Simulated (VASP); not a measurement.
# C (Cm) in VASP: a series of runs

The runs below take C through single point, with LDA.

The COD entry that gives the cell may itself be a prediction, so a difference from it is no test against experiment.

All numbers are computed with VASP 6.6.1; they aren't measurements. Logs are shortened: lines on timing, memory, paths and dates and some standing lists are left out, and cuts for length are marked.

### Step 1. The cell of the first run

The structure is monoclinic, space group Cm (No. 8). Conventional cell: a = 4.315 Å, b = 2.491 Å, c = 10.279 Å, α = 90.00°, β = 94.01°, γ = 90.00°. Within 2.0 Å of C (site symmetry m) lie 4 C at 1.53 Å. C (site symmetry m) has 4 C at 1.53 Å within 2.0 Å. C (site symmetry m) has 4 C at 1.53 Å within 2.0 Å. C (site symmetry m) has 4 C at 1.53 Å within 2.0 Å. C (site symmetry m) has 4 C at 1.53 Å within 2.0 Å. Within 2.0 Å of C (site symmetry m) lie 4 C at 1.53 Å. C (site symmetry m) has 5 C at 1.53 to 1.99 Å within 2.0 Å. C (site symmetry m) has 4 C at 1.53 to 1.55 Å within 2.0 Å.

### Step 2. Single point, LDA

Contents of INCAR:

```
SYSTEM = C
  ALGO = Normal
  EDIFF = 1E-7
  ENCUT = 520
  GGA = CA
  ISIF = 2
  ISMEAR = 0
  LASPH = .TRUE.
  LCHARG = .TRUE.
  LELF = .TRUE.
  LREAL = .FALSE.
  LVHAR = .TRUE.
  LWAVE = .FALSE.
  NBANDS = 31
  NELM = 100
  PREC = Accurate
  SIGMA = 0.05
```

Contents of KPOINTS:

```
k-points
0
G
  10 10 3
  0 0 0
```

Contents of POSCAR:

```
C
1.0
   -2.4912907516      0.0000000000      0.0000000000
   -1.2456453758     -2.1575210791      0.0000000000
   -0.6228226879     -0.3595868465     10.2538776052
C
10
Direct
   -0.4122592763     -0.4122592763      0.8741556576
    0.6125592763      0.6125592763      0.7252443424
    0.0458021751      0.0458021751      0.1257869493
    0.6544978249      0.6544978249      0.4736130507
    0.0209671684      0.0209671684      0.2747969895
    0.6793328316      0.6793328316      0.3246030105
   -0.0872822884     -0.0872822884      0.9242937306
    0.2875822884      0.2875822884      0.6751062694
    0.3874890656      0.3874890656      0.0756656066
    0.3128109344      0.3128109344      0.5237343934
```

Potentials or basis: VASP PAW LDA potentials, release 64 (C).

The run is started by

```
cat potpaw_LDA.64/C/POTCAR > POTCAR
mpirun -np 1 vasp_std > vasp.out
```

OUTCAR:

```text
SYSTEM = C
   EDIFF = 1E-7
   ENCUT = 520
   GGA = CA
   ISIF = 2
   ISMEAR = 0
   LASPH = .TRUE.
   LREAL = .FALSE.
   NELM = 100
   PREC = Accurate

 ion  position               nearest neighbor table
   1  0.588  0.588  0.874-   2 1.53   7 1.53   7 1.53   7 1.53
   2  0.613  0.613  0.725-   1 1.53   8 1.53   8 1.53   8 1.53
   3  0.046  0.046  0.126-   9 1.53   9 1.53   9 1.53   5 1.53
   4  0.654  0.654  0.474-  10 1.53  10 1.53  10 1.53   6 1.53
   5  0.021  0.021  0.275-   6 1.53   6 1.53   6 1.53   3 1.53
   6  0.679  0.679  0.325-   5 1.53   5 1.53   5 1.53   4 1.53
   7  0.913  0.913  0.924-   1 1.53   1 1.53   1 1.53   9 1.99   9 1.99
   8  0.288  0.288  0.675-   2 1.53   2 1.53   2 1.53  10 1.55
   9  0.387  0.387  0.076-   3 1.53   3 1.53   3 1.53   7 1.99   7 1.99
  10  0.313  0.313  0.524-   4 1.53   4 1.53   4 1.53   8 1.55

  LATTYP: Found a base centered monoclinic cell.
 ALAT       =     4.3150421582
 B/A-ratio  =     0.5773502692
 C/A-ratio  =     2.3821475070
 COS(beta)  =    -0.0699648809

  Lattice vectors:

 A1 = (   2.4912907516,   0.0000000000,   0.0000000000)
 A2 = (   1.2456453758,   2.1575210791,   0.0000000000)
 A3 = (  -0.6228226879,  -0.3595868465,  10.2538776052)

Analysis of symmetry for initial positions (statically):
=====================================================================
 Subroutine PRICEL returns:
 Original cell was already a primitive cell.

 Routine SETGRP: Setting up the symmetry group for a
 base centered monoclinic supercell.

 Subroutine GETGRP returns: Found  2 space group operations
 (whereof  2 operations were pure point group operations)
 out of a pool of  4 trial point group operations.

The static configuration has the point symmetry C_1h.

Analysis of symmetry for dynamics (positions and initial velocities):
=====================================================================
 Subroutine PRICEL returns:
 Original cell was already a primitive cell.

 Routine SETGRP: Setting up the symmetry group for a
 base centered monoclinic supercell.

 Subroutine GETGRP returns: Found  2 space group operations
 (whereof  2 operations were pure point group operations)
 out of a pool of  4 trial point group operations.

The dynamic configuration has the point symmetry C_1h.

 Subroutine INISYM returns: Found  2 space group operations
 (whereof  2 operations are pure point group operations),
 and found     1 'primitive' translations

----------------------------------------------------------------------------------------

                                     Primitive cell

  volume of cell :      55.1147

  direct lattice vectors                    reciprocal lattice vectors
    -2.491290752  0.000000000  0.000000000    -0.401398351  0.231747446 -0.016254014
    -1.245645376 -2.157521079  0.000000000     0.000000000 -0.463494892 -0.016254014
    -0.622822688 -0.359586847 10.253877605     0.000000000  0.000000000  0.097524082

  length of vectors
     2.491290752  2.491290752 10.279066920     0.463779806  0.463779806  0.097524082

  position of ions in fractional coordinates (direct lattice)
     0.587740724  0.587740724  0.874155658
     0.612559276  0.612559276  0.725244342
     0.045802175  0.045802175  0.125786949
     0.654497825  0.654497825  0.473613051
     0.020967168  0.020967168  0.274796989
     0.679332832  0.679332832  0.324603010
     0.912717712  0.912717712  0.924293731
     0.287582288  0.287582288  0.675106269
     0.387489066  0.387489066  0.075665607
     0.312810934  0.312810934  0.523734393

  ion indices of the primitive-cell ions
   primitive index   ion index
                 1           1
                 2           2
                 3           3
                 4           4
                 5           5
                 6           6
                 7           7
                 8           8
                 9           9
                10          10

----------------------------------------------------------------------------------------

 KPOINTS: k-points

Automatic generation of k-mesh.
 Grid dimensions read from file:
 generate k-points for:   10   10    3

 Generating k-lattice:

  Cartesian coordinates                     Fractional coordinates (reciprocal lattice)
    -0.040139835  0.023174745 -0.001625401     0.100000000  0.000000000  0.000000000
     0.000000000 -0.046349489 -0.001625401     0.000000000  0.100000000  0.000000000
     0.000000000  0.000000000  0.032508027     0.000000000  0.000000000  0.333333333

  Length of vectors
     0.046377981  0.046377981  0.032508027

  Shift w.r.t. Gamma in fractional coordinates (k-lattice)
     0.000000000  0.000000000  0.000000000

 Subroutine IBZKPT returns following result:
 ===========================================

 Found     86 irreducible k-points:

 Following reciprocal coordinates:
            Coordinates               Weight
  0.000000  0.000000  0.000000      1.000000
  0.100000  0.000000  0.000000      4.000000
  0.200000  0.000000  0.000000      4.000000
  0.300000  0.000000  0.000000      4.000000
  0.400000  0.000000  0.000000      4.000000
  0.500000  0.000000  0.000000      2.000000
[... 16 lines left out ...]
  0.300000  0.300000  0.000000      2.000000
  0.400000  0.300000 -0.000000      4.000000
 [... further k-points ...]
   k-points           NKPTS =     86   k-points in BZ     NKDIM =     86   number of bands    NBANDS=     31
   number of dos      NEDOS =    301   number of ions     NIONS =     10
   total plane-waves  NPLWV =  32000
   dimension x,y,z NGX =    20 NGY =   20 NGZ =   80
   dimension x,y,z NGXF=    40 NGYF=   40 NGZF=  160
   ions per type =              10
   NGX,Y,Z   is equivalent  to a cutoff of  13.35, 13.35, 12.94 a.u.
   NGXF,Y,Z  is equivalent  to a cutoff of  26.69, 26.69, 25.88 a.u.
 SYSTEM =  C
   PREC   = accura    normal or accurate (medium, high low for compatibility)
   ISTART =      0    job   : 0-new  1-cont  2-samecut
   ICHARG =      2    charge: 1-file 2-atom 10-const
   ISPIN  =      1    spin polarized calculation?
   LNONCOLLINEAR =      F non collinear calculations
   LSORBIT =      F    spin-orbit coupling
   LASPH  =      T    aspherical Exc in radial PAW
   ENCUT  =  520.0 eV  38.22 Ry    6.18 a.u.   4.63  4.63 19.11*2*pi/ulx,y,z
   NELM   =    100;   NELMIN=  2; NELMDL= -5     # of ELM steps
   EDIFF  = 0.1E-06   stopping-criterion for ELM
   LREAL  =      F    real-space projection
   EDIFFG = 0.1E-05   stopping-criterion for IOM
   NSW    =      0    number of steps for IOM
   IBRION =     -1    ionic relax: 0-MD 1-quasi-New 2-CG
   NFREE  =      0    steps in history (QN), initial steepest desc. (CG)
   ISIF   =      2    stress and relaxation
   ISYM   =      2    0-nonsym 1-usesym 2-fastsym
   POTIM  = 0.5000    time-step for ionic-motion
   TEBEG  =    0.0;   TEEND  =   0.0 temperature during run
   PSTRESS=    0.0 pullay stress
   NELECT =      40.0000    total number of electrons
   NUPDOWN=      -1.0000    fix difference up-down
   EMIN   =  10.00;   EMAX   =-10.00  energy-range for DOS
   EFERMI =   0.00;   METHOD = LEGACY
   ISMEAR =     0;   SIGMA  =   0.05  broadening in eV -4-tet -1-fermi 0-gaus
   EFERMI_NEDOS =   21; number of points for ismear=-14 and -15
   IALGO  =     38    algorithm
   IMIX   =      4    mixing-type and parameters
     AMIX     =   0.40;   BMIX     =  1.00
     AMIX_MAG =   1.60;   BMIX_MAG =  1.00
  volume/ion in A,a.u.               =       5.51        37.19
  Fermi-wavevector in a.u.,A,eV,Ry     =   1.471202  2.780169 29.448929  2.164435
  Thomas-Fermi vector in A             =   2.586366
   LORBIT       =      0    0 simple, 1 ext, 2 COOP (PROOUT), +10 PAW based schemes
   GGA     = CA    functional components
   LHFCALC =     F    Hartree Fock is set to
   AEXX    =    0.0000 exact exchange contribution
   IVDW    =     0    specifies the selected vdW correction
   LEPSILON=     F    determine dielectric tensor
   LRPA    =     F    only Hartree local field effects (RPA)
 non-spin polarized calculation
 Gauss-broadening in eV      SIGMA  =   0.05
  energy-cutoff  :      520.00
  volume of cell :       55.11
 maximum number of plane-waves:      1503
   NGX =  9   NGY =  9   NGZ = 39

 number of electron      39.9999998 magnetization

 Free energy of the ion-electron system (eV)
  ---------------------------------------------------
  ext. energy  EPLUGINS =         0.00000000
  ---------------------------------------------------
  free energy    TOTEN  =       -96.98132621 eV

  energy without entropy =      -96.97975050  energy(sigma->0) =      -96.98053835

 E-fermi :  10.3278     XC(G=0): -13.6728

 val. band max:       10.2972161747   @ k =  -0.1000   0.4000   0.3333
 cond. band min:      10.3334185720   @ k =   0.2000   0.0000   0.0000
 fundamental gap:      0.0362023972
 Fermi energy:        10.3278029429

 k-point     1 :       0.0000    0.0000    0.0000
  band No.  band energies     occupation
      1     -11.5504      2.00000
      2     -10.4880      2.00000
      3     -10.3743      2.00000
      4      -7.2793      2.00000
      5      -7.1610      2.00000
      6      -1.5272      2.00000
[... 23 lines left out ...]
     30      18.5256      0.00000
     31      18.6522      0.00000

 k-point     2 :       0.1000    0.0000    0.0000
  band No.  band energies     occupation
      1     -11.2979      2.00000
      2     -10.2491      2.00000
      3     -10.1130      2.00000
      4      -7.0720      2.00000
      5      -6.8934      2.00000
      6      -1.3396      2.00000
[... 23 lines left out ...]
     30      18.9912      0.00000
     31      19.2649      0.00000

 k-point     3 :       0.2000    0.0000    0.0000
  band No.  band energies     occupation
      1     -10.5438      2.00000
      2      -9.5283      2.00000
      3      -9.3411      2.00000
      4      -6.4215      2.00000
      5      -6.1313      2.00000
      6      -0.7887      2.00000
[... 23 lines left out ...]
     30      20.2247      0.00000
     31      20.5227      0.00000

 k-point     4 :       0.3000    0.0000    0.0000
  band No.  band energies     occupation
      1      -9.3009      2.00000
      2      -8.3315      2.00000
      3      -8.0817      2.00000
      4      -5.3326      2.00000
      5      -4.9191      2.00000
      6      -0.2031      2.00000
[... 23 lines left out ...]
     30      20.3865      0.00000
     31      21.1968      0.00000

 k-point     5 :       0.4000    0.0000    0.0000
  band No.  band energies     occupation
      1      -7.6051      2.00000
      2      -6.7049      2.00000
      3      -6.3835      2.00000
      4      -4.0147      2.00000
      5      -3.3953      2.00000
      6      -2.2603      2.00000
[... 23 lines left out ...]
     30      20.7701      0.00000
     31      21.3025      0.00000
[... 542 lines left out ...]
     30      21.2395      0.00000
     31      21.8037      0.00000

 k-point    22 :      -0.2000    0.2000    0.0000
  band No.  band energies     occupation
      1      -8.5682      2.00000
      2      -7.5490      2.00000
      3      -7.4180      2.00000
      4      -4.5350      2.00000
      5      -4.3690      2.00000
      6      -0.1138      2.00000
[... 23 lines left out ...]
     30      21.1393      0.00000
     31      21.4110      0.00000

 k-point    23 :       0.3000    0.3000    0.0000
  band No.  band energies     occupation
      1      -9.2961      2.00000
      2      -8.4246      2.00000
      3      -7.9834      2.00000
      4      -5.5024      2.00000
      5      -4.7583      2.00000
      6      -0.3316      2.00000
[... 23 lines left out ...]
     30      19.9778      0.00000
     31      20.6204      0.00000

 k-point    24 :       0.4000    0.3000   -0.0000
  band No.  band energies     occupation
      1      -8.3186      2.00000
      2      -7.4928      2.00000
      3      -6.9944      2.00000
      4      -4.6649      2.00000
      5      -3.8471      2.00000
      6      -0.9939      2.00000
[... 23 lines left out ...]
     30      20.3196      0.00000
     31      21.2622      0.00000

 [... further k-points ...]

------------------------ aborting loop because EDIFF is reached ----------------------------------------

  FORCE on cell =-STRESS in cart. coord.  units (eV):
  Direction    XX          YY          ZZ          XY          YZ          ZX
  --------------------------------------------------------------------------------------
  -------------------------------------------------------------------------------------
  Total        0.0645251     -2.6025580      8.3571835      2.3097617     -0.0635002     -0.1099856
  in kB        1.8757344    -75.6560046    242.9421808     67.1444556     -1.8459425     -3.1972663
  external PRESSURE =      56.3873035 kB  Pullay stress =       0.0000000 kB

 VOLUME and BASIS-vectors are now :
 -----------------------------------------------------------------------------
  energy-cutoff  :      520.00
  volume of cell :       55.11
      direct lattice vectors                 reciprocal lattice vectors
    -2.491290752  0.000000000  0.000000000    -0.401398351  0.231747446 -0.016254014
    -1.245645376 -2.157521079  0.000000000     0.000000000 -0.463494892 -0.016254014
    -0.622822688 -0.359586847 10.253877605     0.000000000  0.000000000  0.097524082

 POSITION                                       TOTAL-FORCE (eV/Angst)
 -----------------------------------------------------------------------------------
     -2.74079     -1.58240      8.96349        -0.600184     -0.346516      0.063085
     -2.74079     -1.58240      7.43657        -0.308084     -0.177872     -0.616931
     -0.24950     -0.14405      1.28980        -0.613955     -0.354467     -0.082730
     -2.74079     -1.58240      4.85637        -0.016909     -0.009762      0.155272
     -0.24950     -0.14405      2.81773        -0.323243     -0.186624      0.642210
     -2.74079     -1.58240      3.32844         0.012731      0.007350     -0.191655
     -3.98644     -2.30157      9.47759         0.935665      0.540206     -3.098309
     -1.49515     -0.86322      6.92246        -0.007054     -0.004073      0.170438
     -1.49515     -0.86322      0.77587         0.921124      0.531811      3.110178
     -1.49515     -0.86322      5.37031        -0.000092     -0.000053     -0.151557
 -----------------------------------------------------------------------------------
    total drift:                               -0.000033     -0.000019     -0.000045

  FREE ENERGIE OF THE ION-ELECTRON SYSTEM (eV)
  ---------------------------------------------------
  free  energy   TOTEN  =       -96.9813262092 eV

  energy  without entropy=      -96.9797505006  energy(sigma->0) =      -96.98053835
```

Wall time 69 s (1 thread of Intel Xeon 6975P-C (Granite Rapids), shared host); peak memory 0.2 GiB.

What came out:

| Item | Value |
| --- | --- |
| Free energy | -96.9813 eV |
| Pressure | 5.6 GPa |
| Largest force | 3.287 eV/Å |
| Band gap on the k mesh | zero (band 20 reaches 10.77 eV, above the bottom of band 21 at 10.23 eV) |

Forces in eV/Å, atoms in the order of the input:
```
C   -0.600 -0.347  0.063
C   -0.308 -0.178 -0.617
C   -0.614 -0.354 -0.083
C   -0.017 -0.010  0.155
C   -0.323 -0.187  0.642
C    0.013  0.007 -0.192
C    0.936  0.540 -3.098
C   -0.007 -0.004  0.170
C    0.921  0.532  3.110
C    0.000  0.000 -0.152
```

Caveat: forces of over 1 eV/Å act on the atoms, so gaps and moduli don't describe the material at rest.

### Step 3. Single point, LDA

Contents of INCAR:

```
ALGO = Normal ; EDIFF = 1E-7
ENCUT = 520 ; GGA = CA
ISIF = 2 ; ISMEAR = 0
LASPH = True ; LCHARG = True
LELF = True ; LREAL = False
LVHAR = True ; LWAVE = False
NBANDS = 31 ; NELM = 60
PREC = Accurate ; SIGMA = 0.05
```

Contents of KPOINTS:

```
k-points
0
Gamma
  10 10 3
```

Contents of POSCAR:

```
C
1.0
   -2.4912907516      0.0000000000      0.0000000000
   -1.2456453758     -2.1575210791      0.0000000000
    0.3114113440      0.1797934232     10.2538776052
C
10
Direct
   -0.1937203619     -0.1937203619      0.8741556576
    0.7938703619      0.7938703619      0.7252443424
    0.0772489124      0.0772489124      0.1257869493
    0.7729010876      0.7729010876      0.4736130507
    0.0896664158      0.0896664158      0.2747969895
    0.7604835842      0.7604835842      0.3246030105
    0.1437911442      0.1437911442      0.9242937306
    0.4563588558      0.4563588558      0.6751062694
    0.4064054672      0.4064054672      0.0756656066
    0.4437445328      0.4437445328      0.5237343934
```

Potentials or basis: VASP PAW LDA potentials, release 64 (C).

The run is started by

```
cat potpaw_LDA.64/C/POTCAR > POTCAR
mpirun -np 1 vasp_std > vasp.out
```

Wall time 75 s (1 thread of Intel Xeon 6975P-C (Granite Rapids), shared host); peak memory 0.2 GiB.

The run converged. Its results:

| Item | Value |
| --- | --- |
| Free energy | -97.3885 eV |
| Pressure | 5.0 GPa |
| Largest force | 5.500 eV/Å |
| Band gap on the k mesh | zero (band 20 reaches 10.81 eV, above the bottom of band 21 at 10.59 eV) |

Forces in eV/Å, atoms in the order of the input:
```
C    0.223  0.128  0.146
C   -0.220 -0.127 -0.361
C    0.540  0.312  0.022
C    0.047  0.027  0.059
C    0.529  0.305  0.533
C    0.007  0.004 -0.091
C   -4.177 -2.412 -2.643
C    0.014  0.008  0.031
C    3.064  1.769  2.355
C   -0.027 -0.016 -0.051
```

Stress tensor (GPa, compression positive):
```
-6.01 -6.25 25.02
-6.25  1.20 14.45
25.02 14.45 19.68
```

Levels at points of the mesh, in eV from the Fermi level:
| k point | band 17 | band 18 | band 19 | band 20 | band 21 | band 22 | band 23 | band 24 |
| --- | --- | --- | --- | --- | --- | --- | --- | --- |
| (0.00, 0.00, 0.00) | -1.17 | -0.85 | -0.72 | 0.11 | 4.48 | 5.31 | 5.40 | 5.67 |
| (0.50, 0.00, 0.00) | -5.54 | -4.25 | -3.86 | -2.39 | 2.12 | 4.32 | 5.18 | 5.38 |
| (0.50, 0.50, 0.00) | -5.18 | -4.04 | -3.86 | -1.28 | 0.03 | 4.25 | 5.15 | 5.29 |

Caveat: forces of over 1 eV/Å act on the atoms, so gaps and moduli don't describe the material at rest.

(Continued in part 2 of 2.)
